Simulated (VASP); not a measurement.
# Pt (P-3m1) in VASP: further runs, part 2 of 2

VASP 6.6.1.

## Step 3: Single point, PBEsol (atoms displaced along a vibrational mode)

INCAR

```
  PREC = Accurate
  ENCUT = 520
  EDIFF = 1E-6
  ISMEAR = 0
  SIGMA = 0.15
  LREAL = False
  LASPH = True
  NELM = 60
  ALGO = Fast
  ISIF = 2
  LWAVE = False
  LCHARG = False
  GGA = PS
  NBANDS = 28
```

KPOINTS

```
Automatic mesh
0
Gamma
  22 14 14
```

POSCAR

```
Pt
1.0
   -2.7251696203      0.0000000000      0.0000000000
    0.0000000000      0.0000000000     -4.7068056308
    0.0000000000     -4.7201322416      0.0000000000
Pt
4
Direct
    1.0000000000      0.2021968788      0.3333333333
    0.5000000000      0.2021968788      0.8333333333
    0.5000000000      0.7978031212      0.1666666667
    0.0000000000      0.7978031212      0.6666666667
```

Potentials or basis: VASP PAW PBE potentials, release 64 (Pt).

On the command line:

```sh
> cat potpaw_PBE.64/Pt/POTCAR > POTCAR
> mpirun -np 1 vasp_std > vasp.out
```

OUTCAR:

```text
PREC = Accurate
   ENCUT = 520
   EDIFF = 1E-6
   ISMEAR = 0
   LREAL = False
   LASPH = True
   NELM = 60
   ISIF = 2
   GGA = PS

 ion  position               nearest neighbor table
   1  0.000  0.202  0.333-   3 2.47   3 2.47   4 2.47   2 2.73   2 2.73   2 2.73   2 2.73   3 3.21
                             3 3.21   4 3.21
   2  0.500  0.202  0.833-   4 2.47   4 2.47   3 2.47   1 2.73   1 2.73   1 2.73   1 2.73   4 3.21
                             4 3.21   3 3.21
   3  0.500  0.798  0.167-   1 2.47   1 2.47   2 2.47   4 2.73   4 2.73   4 2.73   4 2.73   1 3.21
                             1 3.21   2 3.21
   4  0.000  0.798  0.667-   2 2.47   2 2.47   1 2.47   3 2.73   3 2.73   3 2.73   3 2.73   2 3.21
                             2 3.21   1 3.21

  LATTYP: Found a simple orthorhombic cell.
 ALAT       =     2.7251696203
 B/A-ratio  =     1.7271606126
 C/A-ratio  =     1.7320508076

  Lattice vectors:

 A1 = (  -2.7251696203,   0.0000000000,   0.0000000000)
 A2 = (   0.0000000000,   0.0000000000,  -4.7068056308)
 A3 = (   0.0000000000,  -4.7201322416,   0.0000000000)

Analysis of symmetry for initial positions (statically):
=====================================================================
 Subroutine PRICEL returns following result:

  LATTYP: Found a hexagonal cell.
 ALAT       =     2.7251696203
 C/A-ratio  =     1.7271606126

  Lattice vectors:

 A1 = (  -1.3625848101,  -2.3600661208,   0.0000000000)
 A2 = (  -1.3625848101,   2.3600661208,   0.0000000000)
 A3 = (   0.0000000000,   0.0000000000,  -4.7068056308)

   2 primitive cells build up your supercell.

 Routine SETGRP: Setting up the symmetry group for a
 simple orthorhombic supercell.

 Subroutine GETGRP returns: Found  4 space group operations
 (whereof  4 operations were pure point group operations)
 out of a pool of  8 trial point group operations.

The static configuration has the point symmetry C_2h.

Analysis of symmetry for dynamics (positions and initial velocities):
=====================================================================
 Subroutine PRICEL returns following result:

  LATTYP: Found a hexagonal cell.
 ALAT       =     2.7251696203
 C/A-ratio  =     1.7271606126

  Lattice vectors:

 A1 = (  -1.3625848101,  -2.3600661208,   0.0000000000)
 A2 = (  -1.3625848101,   2.3600661208,   0.0000000000)
 A3 = (   0.0000000000,   0.0000000000,  -4.7068056308)

   2 primitive cells build up your supercell.

 Routine SETGRP: Setting up the symmetry group for a
 simple orthorhombic supercell.

 Subroutine GETGRP returns: Found  4 space group operations
 (whereof  4 operations were pure point group operations)
 out of a pool of  8 trial point group operations.

The dynamic configuration has the point symmetry C_2h.

 Subroutine INISYM returns: Found  4 space group operations
 (whereof  4 operations are pure point group operations),
 and found     2 'primitive' translations

----------------------------------------------------------------------------------------

                                     Primitive cell

  volume of cell :      30.2722

[... 39 lines left out ...]
 ===========================================

 Found   1200 irreducible k-points:

 Following reciprocal coordinates:
            Coordinates               Weight
  0.000000  0.000000  0.000000      1.000000
  0.045455  0.000000  0.000000      2.000000
  0.090909  0.000000  0.000000      2.000000
  0.136364  0.000000  0.000000      2.000000
  0.181818  0.000000  0.000000      2.000000
  0.227273  0.000000  0.000000      2.000000
[... 16 lines left out ...]
  0.454545  0.071429  0.000000      4.000000
  0.500000  0.071429  0.000000      2.000000
 [... further k-points ...]
   k-points           NKPTS =   1200   k-points in BZ     NKDIM =   1200   number of bands    NBANDS=     28
   number of dos      NEDOS =    301   number of ions     NIONS =      4
   total plane-waves  NPLWV =  25920
   dimension x,y,z NGX =    20 NGY =   36 NGZ =   36
   dimension x,y,z NGXF=    40 NGYF=   72 NGZF=   72
   ions per type =               4
   NGX,Y,Z   is equivalent  to a cutoff of  12.20, 12.72, 12.68 a.u.
   NGXF,Y,Z  is equivalent  to a cutoff of  24.40, 25.43, 25.36 a.u.
 SYSTEM =  unknown system
   PREC   = accura    normal or accurate (medium, high low for compatibility)
   ISTART =      0    job   : 0-new  1-cont  2-samecut
   ICHARG =      2    charge: 1-file 2-atom 10-const
   ISPIN  =      1    spin polarized calculation?
   LNONCOLLINEAR =      F non collinear calculations
   LSORBIT =      F    spin-orbit coupling
   LASPH  =      T    aspherical Exc in radial PAW
   ENCUT  =  520.0 eV  38.22 Ry    6.18 a.u.   5.07  8.75  8.78*2*pi/ulx,y,z
   NELM   =     60;   NELMIN=  2; NELMDL= -5     # of ELM steps
   EDIFF  = 0.1E-05   stopping-criterion for ELM
   LREAL  =      F    real-space projection
   EDIFFG = 0.1E-04   stopping-criterion for IOM
   NSW    =      0    number of steps for IOM
   IBRION =     -1    ionic relax: 0-MD 1-quasi-New 2-CG
   NFREE  =      0    steps in history (QN), initial steepest desc. (CG)
   ISIF   =      2    stress and relaxation
   ISYM   =      2    0-nonsym 1-usesym 2-fastsym
   POTIM  = 0.5000    time-step for ionic-motion
   TEBEG  =    0.0;   TEEND  =   0.0 temperature during run
   PSTRESS=    0.0 pullay stress
   NELECT =      40.0000    total number of electrons
   NUPDOWN=      -1.0000    fix difference up-down
   EMIN   =  10.00;   EMAX   =-10.00  energy-range for DOS
   EFERMI =   0.00;   METHOD = LEGACY
   ISMEAR =     0;   SIGMA  =   0.15  broadening in eV -4-tet -1-fermi 0-gaus
   EFERMI_NEDOS =   21; number of points for ismear=-14 and -15
   IALGO  =     68    algorithm
   IMIX   =      4    mixing-type and parameters
     AMIX     =   0.40;   BMIX     =  1.00
     AMIX_MAG =   1.60;   BMIX_MAG =  1.00
  volume/ion in A,a.u.               =      15.14       102.14
  Fermi-wavevector in a.u.,A,eV,Ry     =   1.425838  2.694443 27.660833  2.033014
  Thomas-Fermi vector in A             =   2.546179
   LORBIT       =      0    0 simple, 1 ext, 2 COOP (PROOUT), +10 PAW based schemes
   GGA     = PS    functional components
   LHFCALC =     F    Hartree Fock is set to
   AEXX    =    0.0000 exact exchange contribution
   IVDW    =     0    specifies the selected vdW correction
   LEPSILON=     F    determine dielectric tensor
   LRPA    =     F    only Hartree local field effects (RPA)
 non-spin polarized calculation
 RMM-DIIS sequential band-by-band and
 Gauss-broadening in eV      SIGMA  =   0.15
  energy-cutoff  :      520.00
  volume of cell :       60.54
 maximum number of plane-waves:      1652
   NGX = 11   NGY = 17   NGZ = 17

 number of electron      39.9999996 magnetization

 Free energy of the ion-electron system (eV)
  ---------------------------------------------------
  ext. energy  EPLUGINS =         0.00000000
  ---------------------------------------------------
  free energy    TOTEN  =       -24.99756147 eV

  energy without entropy =      -24.87595347  energy(sigma->0) =      -24.93675747

 E-fermi :  11.2959     XC(G=0): -13.4859

 val. band max:       11.2957300486   @ k =  -0.0909   0.3571  -0.3571
 cond. band min:      11.2959662412   @ k =   0.1818   0.4286   0.2857
 fundamental gap:      0.0002361926
 Fermi energy:        11.2959161639

 k-point     1 :       0.0000    0.0000    0.0000
  band No.  band energies     occupation
      1       0.5399      2.00000
      2       3.0195      2.00000
      3       3.4451      2.00000
      4       3.7565      2.00000
      5       4.2789      2.00000
      6       6.7123      2.00000
[... 733 lines left out ...]
     27      19.4875      0.00000
     28      19.4875      0.00000

 [... further k-points ...]

------------------------ aborting loop because EDIFF is reached ----------------------------------------

  FORCE on cell =-STRESS in cart. coord.  units (eV):
  Direction    XX          YY          ZZ          XY          YZ          ZX
  --------------------------------------------------------------------------------------
  -------------------------------------------------------------------------------------
  Total       10.8936508     10.9425042     14.9020434      0.0000000      0.0002796      0.0000000
  in kB      288.2770469    289.5698449    394.3505381      0.0000000      0.0074000      0.0000000
  external PRESSURE =     324.0658100 kB  Pullay stress =       0.0000000 kB

 VOLUME and BASIS-vectors are now :
 -----------------------------------------------------------------------------
  energy-cutoff  :      520.00
  volume of cell :       60.54
      direct lattice vectors                 reciprocal lattice vectors
    -2.725169620  0.000000000  0.000000000    -0.366949636  0.000000000  0.000000000
     0.000000000  0.000000000 -4.706805631     0.000000000  0.000000000 -0.212458316
     0.000000000 -4.720132242  0.000000000     0.000000000 -0.211858471  0.000000000

 POSITION                                       TOTAL-FORCE (eV/Angst)
 -----------------------------------------------------------------------------------
      0.00000     -1.57338     -0.95170         0.000000      0.000490     -6.407412
     -1.36258     -3.93344     -0.95170        -0.000000      0.000490     -6.407412
     -1.36258     -0.78669     -3.75510        -0.000000     -0.000490      6.407412
      0.00000     -3.14675     -3.75510         0.000000     -0.000490      6.407412
 -----------------------------------------------------------------------------------
    total drift:                                0.000000     -0.000000     -0.000000

  FREE ENERGIE OF THE ION-ELECTRON SYSTEM (eV)
  ---------------------------------------------------
  free  energy   TOTEN  =       -24.9975614709 eV

  energy  without entropy=      -24.8759534729  energy(sigma->0) =      -24.93675747
```

stdout:

```text
POSCAR found type information on POSCAR Pt
 POSCAR found :  1 types and       4 ions
 scaLAPACK will be used
 -----------------------------------------------------------------------------
|                                                                             |
|                                                                             |
|     You enforced a specific xc type in the INCAR file but a different       |
|     I HOPE YOU KNOW WHAT YOU ARE DOING!                                     |
|                                                                             |
 -----------------------------------------------------------------------------

 LDA part: xc-table for (Slater+PW92), standard interpolation
 POSCAR, INCAR and KPOINTS ok, starting setup
 FFT: planning ... GRIDC
 FFT: planning ... GRID_SOFT
 FFT: planning ... GRID
 WAVECAR not read
 entering main loop
```

It took 24 min on 1 thread of Oxide Virtual Turin-like, shared host; peak memory 1.3 GiB.

Results:

- Free energy: -24.9976 eV
- Pressure: 32.4 GPa
- Largest force: 6.407 eV/Å
- Band gap on the k mesh: zero (bands 20 and 21 overlap by 0.73 eV)

Forces on the atoms (eV/Å):
```
Pt   0.000  0.000 -6.407
Pt   0.000  0.000 -6.407
Pt   0.000  0.000  6.407
Pt   0.000  0.000  6.407
```

Levels at points of the mesh, in eV from the Fermi level:
```tsv
k point	band 18	band 19	band 20	band 21	band 22	band 23
(0.00, 0.00, 0.00)	-0.19	-0.15	-0.11	-0.11	0.52	2.04
(0.50, 0.00, 0.00)	-0.51	-0.01	-0.01	1.77	1.77	6.42
(0.00, 0.50, 0.00)	-0.91	-0.22	-0.22	-0.15	0.37	0.52
(0.50, 0.50, 0.00)	-0.20	-0.18	-0.18	2.68	2.68	3.05
(0.00, 0.00, 0.50)	-2.27	-1.57	-1.57	0.23	0.23	4.28
(0.50, 0.00, 0.50)	-0.15	0.52	0.52	2.04	2.04	3.66
(0.00, 0.50, 0.50)	-1.33	-1.24	-1.24	-0.17	-0.17	0.26
(0.50, 0.50, 0.50)	-0.15	0.37	0.37	0.52	0.52	2.36
```

Caveat: the cell differs from its parent crystal (atoms displaced along a vibrational mode); the cell stands under pressure; the PAW data sets were made with another functional, which shifts forces and pressure a little; spin-orbit coupling is left out, which moves the levels of the heavy elements.

## Step 4: Single point, PBEsol (atoms displaced along a vibrational mode)

INCAR

```
SYSTEM = Pt
ALGO = Fast
EDIFF = 1E-6
ENCUT = 520
GGA = PS
ISIF = 2
ISMEAR = 0
LASPH = .True.
LCHARG = .False.
LREAL = .False.
LWAVE = .False.
NBANDS = 28
NELM = 100
PREC = Accurate
SIGMA = 0.15
```

KPOINTS

```
k-points
0
Gamma
  22 14 14
  0 0 0
```

POSCAR

```
Pt
1.0
   -2.7251696203      0.0000000000      0.0000000000
    0.0000000000      0.0000000000     -4.7068056308
    0.0000000000     -4.7201322416      0.0000000000
Pt
4
Direct
    1.0000000000      0.2340656263      0.3333333333
    0.5000000000      0.2340656263      0.8333333333
    0.5000000000      0.7659343737      0.1666666667
    0.0000000000      0.7659343737      0.6666666667
```

On the command line:

```sh
> cat potpaw_PBE.64/Pt/POTCAR > POTCAR
> mpirun -np 1 vasp_std > vasp.out
```

Run time: 24 min. Hardware: 1 thread of Oxide Virtual Turin-like, shared host; peak memory 1.3 GiB.

It converged, with:

| Quantity | Value |
| --- | --- |
| Free energy | -27.3751 eV |
| Pressure | 3.2 GPa |
| Largest force | 1.798 eV/Å |
| Band gap on the k mesh | zero (bands 20 and 21 overlap by 1.19 eV) |

Forces on the atoms (eV/Å):
```
Pt   0.000  0.001 -1.798
Pt   0.000  0.001 -1.798
Pt   0.000 -0.001  1.798
Pt   0.000 -0.001  1.798
```

Stress tensor (GPa, compression positive):
```
2.82 0.00 0.00
0.00 2.78 0.00
0.00 0.00 3.87
```

Levels at points of the mesh, in eV from the Fermi level:
```csv
k point,band 17,band 18,band 19,band 20,band 21,band 22,band 23,band 24
"(0.00, 0.00, 0.00)",-0.90,-0.22,-0.22,0.03,0.26,0.52,2.29,3.83
"(0.50, 0.00, 0.00)",-0.50,-0.50,-0.01,-0.01,2.12,2.12,6.47,6.47
"(0.00, 0.50, 0.00)",-1.12,-0.86,-0.60,-0.60,0.34,0.46,1.29,1.96
"(0.50, 0.50, 0.00)",0.05,0.05,0.07,0.07,2.96,2.96,3.05,3.05
"(0.00, 0.00, 0.50)",-2.05,-2.05,-1.65,-1.65,0.03,0.03,4.77,4.77
"(0.50, 0.00, 0.50)",0.26,0.26,0.52,0.52,2.29,2.29,3.83,3.83
"(0.00, 0.50, 0.50)",-1.14,-1.14,-0.71,-0.71,-0.60,-0.60,-0.07,-0.07
"(0.50, 0.50, 0.50)",0.34,0.34,0.46,0.46,1.29,1.29,1.96,1.96
```

Caveat: the cell differs from its parent crystal (atoms displaced along a vibrational mode); the cell stands under pressure; the PAW data sets were made with another functional, which shifts forces and pressure a little; spin-orbit coupling is left out, which moves the levels of the heavy elements.

## Step 5: Summary

```csv
cell,gap on the mesh (eV),pressure (GPa),largest force (eV/Å)
"as given, atomic positions A",none,22.2,5.09
"as given, atomic positions B",none,32.4,6.41
"as given, atomic positions C",none,3.2,1.80
```

Alike in all rows: task single point; level PBEsol; potentials or basis VASP PAW PBE potentials, release 64 (Pt); no spin polarisation; k mesh 22 × 14 × 14; cutoff (eV) 520; smearing gaussian 0.15 eV.

Caveats: the cell stands under pressure; the PAW data sets were made with another functional, which shifts forces and pressure a little; spin-orbit coupling is left out, which moves the levels of the heavy elements.

Total energies depend on the potentials used, so only differences within one code and one set of settings carry meaning.
